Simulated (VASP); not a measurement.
# Li2Cl3 (R-3m) in VASP: notebook, part 2 of 2

VASP 6.6.1. Earlier steps stand in the parts before.

### 3 Single point, PBE

This run uses another cell than the first one, of 19.95 Å³/atom.

The input, INCAR:

```
SYSTEM = Li2Cl3
PREC     = Accurate       ! precision mode
ENCUT    = 520            ! plane-wave cutoff, eV
EDIFF    = 1E-6           ! SCF threshold, eV
ISMEAR   = 0              ! smearing method
SIGMA    = 0.1            ! smearing width, eV
LREAL    = .False.        ! projectors in reciprocal space
LASPH    = .True.         ! aspherical terms in the spheres
NELM     = 80             ! most SCF steps
ALGO     = Normal         ! electronic algorithm
ISIF     = 2              ! what is computed and relaxed
LWAVE    = .False.        ! write WAVECAR
LCHARG   = .True.         ! write CHGCAR
GGA      = PE             ! functional
LELF     = .True.         ! ELF
LVHAR    = .True.       
NBANDS   = 22             ! bands
```

The input, KPOINTS:

```
regular mesh
0
Gamma
  12 12 12
  0 0 0
```

The input, POSCAR:

```
Li2Cl3
1.0
    1.9059037444      1.1003740399      7.9268303307
   -1.9059037444      1.1003740399      7.9268303307
    0.0000000000     -2.2007480798      7.9268303308
Li Cl
2 3
Direct
    0.4013362776      0.4013362776      0.4013362776
    0.5986637224      0.5986637224      0.5986637224
    0.0000000000      0.0000000000      0.0000000000
    0.2229641298      0.2229641298      0.2229641298
    0.7770358702      0.7770358702      0.7770358702
```

Potentials or basis: VASP PAW PBE potentials, release 64 (Li_sv, Cl).

Started as:

```sh
$ cat potpaw_PBE.64/Li_sv/POTCAR potpaw_PBE.64/Cl/POTCAR > POTCAR
$ mpirun -np 1 vasp_std > vasp.out
```

OUTCAR:

```text
SYSTEM = Li2Cl3
   PREC = Accurate
   ENCUT = 520
   EDIFF = 1E-6
   ISMEAR = 0
   LREAL = .False.
   LASPH = .True.
   NELM = 80
   ISIF = 2
   GGA = PE

 ion  position               nearest neighbor table
   1  0.401  0.401  0.401-   5 2.42   5 2.42   5 2.42
   2  0.599  0.599  0.599-   4 2.42   4 2.42   4 2.42
   3  0.000  0.000  0.000-
   4  0.223  0.223  0.223-   2 2.42   2 2.42   2 2.42
   5  0.777  0.777  0.777-   1 2.42   1 2.42   1 2.42

  LATTYP: Found a trigonal (rhomboedric) cell.
 ALAT       =     8.2266597840
 COS(alpha) =     0.8926542517

  Lattice vectors:

 A1 = (   1.9059037444,   1.1003740399,   7.9268303307)
 A2 = (  -1.9059037444,   1.1003740399,   7.9268303307)
 A3 = (   0.0000000000,  -2.2007480798,   7.9268303308)

Analysis of symmetry for initial positions (statically):
=====================================================================
 Subroutine PRICEL returns:
 Original cell was already a primitive cell.

 Routine SETGRP: Setting up the symmetry group for a
 trigonal (rhombohedral) supercell.

 Subroutine GETGRP returns: Found 12 space group operations
 (whereof 12 operations were pure point group operations)
 out of a pool of 12 trial point group operations.

The static configuration has the point symmetry D_3d.

Analysis of symmetry for dynamics (positions and initial velocities):
=====================================================================
 Subroutine PRICEL returns:
 Original cell was already a primitive cell.

 Routine SETGRP: Setting up the symmetry group for a
 trigonal (rhombohedral) supercell.

 Subroutine GETGRP returns: Found 12 space group operations
 (whereof 12 operations were pure point group operations)
 out of a pool of 12 trial point group operations.

The dynamic configuration has the point symmetry D_3d.

 Subroutine INISYM returns: Found 12 space group operations
 (whereof 12 operations are pure point group operations),
 and found     1 'primitive' translations

----------------------------------------------------------------------------------------

                                     Primitive cell

  volume of cell :      99.7452

  direct lattice vectors                    reciprocal lattice vectors
     1.905903744  1.100374040  7.926830331     0.262342735  0.151463648  0.042051276
    -1.905903744  1.100374040  7.926830331    -0.262342735  0.151463648  0.042051276
     0.000000000 -2.200748080  7.926830331     0.000000000 -0.302927297  0.042051276

  length of vectors
     8.226659784  8.226659784  8.226659784     0.305832073  0.305832073  0.305832073

  position of ions in fractional coordinates (direct lattice)
     0.401336278  0.401336278  0.401336278
     0.598663722  0.598663722  0.598663722
     0.000000000  0.000000000  0.000000000
     0.222964130  0.222964130  0.222964130
     0.777035870  0.777035870  0.777035870

  ion indices of the primitive-cell ions
   primitive index   ion index
                 1           1
                 2           2
                 3           3
                 4           4
                 5           5

----------------------------------------------------------------------------------------

 KPOINTS: regular mesh

Automatic generation of k-mesh.
 Grid dimensions read from file:
 generate k-points for:   12   12   12

 Generating k-lattice:

  Cartesian coordinates                     Fractional coordinates (reciprocal lattice)
     0.021861895  0.012621971  0.003504273     0.083333333  0.000000000  0.000000000
    -0.021861895  0.012621971  0.003504273     0.000000000  0.083333333  0.000000000
     0.000000000 -0.025243941  0.003504273     0.000000000  0.000000000  0.083333333

  Length of vectors
     0.025486006  0.025486006  0.025486006

  Shift w.r.t. Gamma in fractional coordinates (k-lattice)
     0.000000000  0.000000000  0.000000000

 Subroutine IBZKPT returns following result:
 ===========================================

 Found    189 irreducible k-points:

 Following reciprocal coordinates:
            Coordinates               Weight
  0.000000  0.000000  0.000000      1.000000
  0.083333  0.000000 -0.000000      6.000000
  0.166667  0.000000 -0.000000      6.000000
  0.250000  0.000000  0.000000      6.000000
  0.333333  0.000000 -0.000000      6.000000
  0.416667 -0.000000  0.000000      6.000000
[... 16 lines left out ...]
  0.500000  0.166667  0.000000     12.000000
 -0.416667  0.166667  0.000000     12.000000
 [... further k-points ...]
   k-points           NKPTS =    189   k-points in BZ     NKDIM =    189   number of bands    NBANDS=     22
   number of dos      NEDOS =    301   number of ions     NIONS =      5
   total plane-waves  NPLWV = 262144
   dimension x,y,z NGX =    64 NGY =   64 NGZ =   64
   dimension x,y,z NGXF=   128 NGYF=  128 NGZF=  128
   ions per type =               2   3
   NGX,Y,Z   is equivalent  to a cutoff of  12.93, 12.93, 12.93 a.u.
   NGXF,Y,Z  is equivalent  to a cutoff of  25.87, 25.87, 25.87 a.u.
 SYSTEM =  Li2Cl3
   PREC   = accura    normal or accurate (medium, high low for compatibility)
   ISTART =      0    job   : 0-new  1-cont  2-samecut
   ICHARG =      2    charge: 1-file 2-atom 10-const
   ISPIN  =      1    spin polarized calculation?
   LNONCOLLINEAR =      F non collinear calculations
   LSORBIT =      F    spin-orbit coupling
   LASPH  =      T    aspherical Exc in radial PAW
   ENCUT  =  520.0 eV  38.22 Ry    6.18 a.u.  15.30 15.30 15.30*2*pi/ulx,y,z
   NELM   =     80;   NELMIN=  2; NELMDL= -5     # of ELM steps
   EDIFF  = 0.1E-05   stopping-criterion for ELM
   LREAL  =      F    real-space projection
[... 7 lines left out ...]
   TEBEG  =    0.0;   TEEND  =   0.0 temperature during run
   PSTRESS=    0.0 pullay stress
   NELECT =      27.0000    total number of electrons
   NUPDOWN=      -1.0000    fix difference up-down
   EMIN   =  10.00;   EMAX   =-10.00  energy-range for DOS
   EFERMI =   0.00;   METHOD = LEGACY
   ISMEAR =     0;   SIGMA  =   0.10  broadening in eV -4-tet -1-fermi 0-gaus
   EFERMI_NEDOS =   21; number of points for ismear=-14 and -15
   IALGO  =     38    algorithm
   IMIX   =      4    mixing-type and parameters
     AMIX     =   0.40;   BMIX     =  1.00
     AMIX_MAG =   1.60;   BMIX_MAG =  1.00
  volume/ion in A,a.u.               =      19.95       134.62
  Fermi-wavevector in a.u.,A,eV,Ry     =   1.059007  2.001233 15.258869  1.121495
  Thomas-Fermi vector in A             =   2.194337
   LORBIT       =      0    0 simple, 1 ext, 2 COOP (PROOUT), +10 PAW based schemes
   GGA     = PE    functional components
   LHFCALC =     F    Hartree Fock is set to
   AEXX    =    0.0000 exact exchange contribution
   IVDW    =     0    specifies the selected vdW correction
   LEPSILON=     F    determine dielectric tensor
   LRPA    =     F    only Hartree local field effects (RPA)
 non-spin polarized calculation
 Gauss-broadening in eV      SIGMA  =   0.10
  energy-cutoff  :      520.00
  volume of cell :       99.75
 maximum number of plane-waves:      2709
 NGX is ok and might be reduce to    64
   NGX = 31   NGY = 31   NGZ = 31

 number of electron      27.0000003 magnetization

 Free energy of the ion-electron system (eV)
  ---------------------------------------------------
  ext. energy  EPLUGINS =         0.00000000
  ---------------------------------------------------
  free energy    TOTEN  =       -15.49342662 eV

  energy without entropy =      -15.45863948  energy(sigma->0) =      -15.47603305

 E-fermi :  -0.2563     XC(G=0):  -8.3442

 val. band max:       -0.2575740401   @ k =  -0.3333   0.5000   0.0833
 cond. band min:      -0.2553786116   @ k =   0.5000   0.2500   0.0833
 fundamental gap:      0.0021954285
 Fermi energy:        -0.2562757996

 k-point     1 :       0.0000    0.0000    0.0000
  band No.  band energies     occupation
      1     -43.6735      2.00000
      2     -43.6729      2.00000
      3     -13.7631      2.00000
      4     -13.1046      2.00000
      5     -13.0342      2.00000
      6      -2.4330      2.00000
[... 574 lines left out ...]
      6      -2.8354      2.00000
[... 14 lines left out ...]
     21      11.0331      0.00000
     22      11.1751      0.00000

 [... further k-points ...]

------------------------ aborting loop because EDIFF is reached ----------------------------------------

  FORCE on cell =-STRESS in cart. coord.  units (eV):
  Direction    XX          YY          ZZ          XY          YZ          ZX
  --------------------------------------------------------------------------------------
  -------------------------------------------------------------------------------------
  Total       -0.0770705     -0.0770705     -0.0734896      0.0000000      0.0000000      0.0000000
  in kB       -1.2379608     -1.2379608     -1.1804409      0.0000000      0.0000000      0.0000000
  external PRESSURE =      -1.2187875 kB  Pullay stress =       0.0000000 kB

 VOLUME and BASIS-vectors are now :
 -----------------------------------------------------------------------------
  energy-cutoff  :      520.00
  volume of cell :       99.75
      direct lattice vectors                 reciprocal lattice vectors
     1.905903744  1.100374040  7.926830331     0.262342735  0.151463648  0.042051276
    -1.905903744  1.100374040  7.926830331    -0.262342735  0.151463648  0.042051276
     0.000000000 -2.200748080  7.926830331     0.000000000 -0.302927297  0.042051276

 POSITION                                       TOTAL-FORCE (eV/Angst)
 -----------------------------------------------------------------------------------
      0.00000      0.00000      9.54397         0.000000      0.000000     -0.001431
      0.00000      0.00000     14.23652         0.000000     -0.000000      0.001431
      0.00000      0.00000      0.00000         0.000000      0.000000     -0.000000
      0.00000      0.00000      5.30220         0.000000     -0.000000      0.000703
      0.00000      0.00000     18.47829         0.000000      0.000000     -0.000703
 -----------------------------------------------------------------------------------
    total drift:                               -0.000000     -0.000000     -0.000000

  FREE ENERGIE OF THE ION-ELECTRON SYSTEM (eV)
  ---------------------------------------------------
  free  energy   TOTEN  =       -15.4934266221 eV

  energy  without entropy=      -15.4586394797  energy(sigma->0) =      -15.47603305
```

Wall time 21 min (1 thread of Intel Xeon Platinum 8559C (Emerald Rapids), shared host); peak memory 0.74 GiB.

Results:

* Free energy: -15.4934 eV
* Band gap on the k mesh: zero (an odd number of electrons rules out a gap without spin polarisation)

Caveat: the cutoff is under 1.25 times the usual one of these potentials, so pressure, stress and relaxed cells hold a basis-set (Pulay) error; an odd number of electrons without spin polarisation forces a metal; a magnetic or distorted state may lie lower.

The gap in the log of VASP goes by the Fermi energy; the results here count the filled bands.